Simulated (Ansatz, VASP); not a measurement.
# Sn in VASP and in Ansatz

File POSCAR:

```
Sn
1.0
   -2.9401404553      2.9401404553      1.5993019889
    2.9401404553     -2.9401404553      1.5993019889
    2.9401404553      2.9401404553     -1.5993019889
Sn
2
Direct
    0.0000000000      0.0000000000      0.0000000000
    0.7500000000      0.2500000000      0.5000000000
```

Contents of INCAR.step1:

```
SYSTEM = Sn
ALGO = Normal
EDIFF = 1E-5
ENCUT = 520
GGA = PE
ISIF = 2
ISMEAR = -1
LASPH = .True.
LREAL = .False.
LWAVE = .True.
NBANDS = 21
NELM = 60
PREC = Accurate
SIGMA = 0.05
```

File INCAR.step2:

```
SYSTEM = Sn
ALGO = Normal
EDIFF = 1E-6
ENCUT = 520
GGA = PE
HFSCREEN = 0.2079
ISIF = 2
ISMEAR = -1
ISTART = 1
LASPH = .True.
LCHARG = .True.
LELF = .True.
LHFCALC = .True.
LREAL = .False.
LVHAR = .True.
LWAVE = .False.
NBANDS = 21
NELM = 60
PREC = Accurate
PRECFOCK = Normal
SIGMA = 0.05
```

File KPOINTS:

```
k-points
0
Gamma
  5 5 5
  0 0 0
```

Contents of input.yaml:

```yaml
crystal:
  lattice:
    - [-2.9401404553, 2.9401404553, 1.5993019889]
    - [2.9401404553, -2.9401404553, 1.5993019889]
    - [2.9401404553, 2.9401404553, -1.5993019889]
  atoms:
    - { symbol: Sn, position: [0.0, 0.0, 0.0] }
    - { symbol: Sn, position: [0.75, 0.25, 0.5] }
hamiltonian:
  xc: hse06
  pseudopotentials: { kind: paw }
kpoints:
  mp_grid: { grid: [5, 5, 5] }
  band_path:
    path:
      - [[0.0, 0.0, 0.0], [0.0, 0.0, 0.5], [-0.5, 0.5, 0.5], [0.0, 0.0, 0.0], [0.3239715651, 0.3239715651, -0.3239715651], [0.25, 0.25, 0.25], [0.0, 0.5, 0.0], [-0.3239715651, 0.6760284349, 0.3239715651], [-0.5, 0.5, 0.5]]
      - [[0.0, 0.0, 0.5], [0.25, 0.25, 0.25]]
    npoints: 4
scf:
  occupations: { method: fermi_dirac, width: 0.05 }
  n_extra_bands: 6
output:
  forces: true
  stress: true
  eigenvalues: true
  fatbands: false
```

Alike in both runs: functional HSE06; k mesh 5 × 5 × 5; occupations fermi-dirac, width 0.05 eV; no spin polarisation.

```csv
,VASP,Ansatz
version,VASP 6.6.1,Ansatz 0.2.0
potentials or method,"VASP PAW PBE potentials, release 64 (Sn_d)",Ansatz PAW
plane-wave cutoff (eV),520,420
valence electrons in the cell,28,28
task,single point,band structure
```

Ansatz gave:

* gap on the k mesh at the Fermi level (eV): none
* pressure (GPa): -0.1
* traceless stress, the component that is largest in VASP (GPa): -4.23

Question: What did VASP give for the same quantities?

Answer: gap on the k mesh at the Fermi level (eV): none; pressure (GPa): -0.2; traceless stress, the component that is largest in VASP (GPa): -4.23.

A gap of «none» marks a metal or a gap that the smearing closes.

The k mesh is coarse, so the values compare programs but aren't converged.
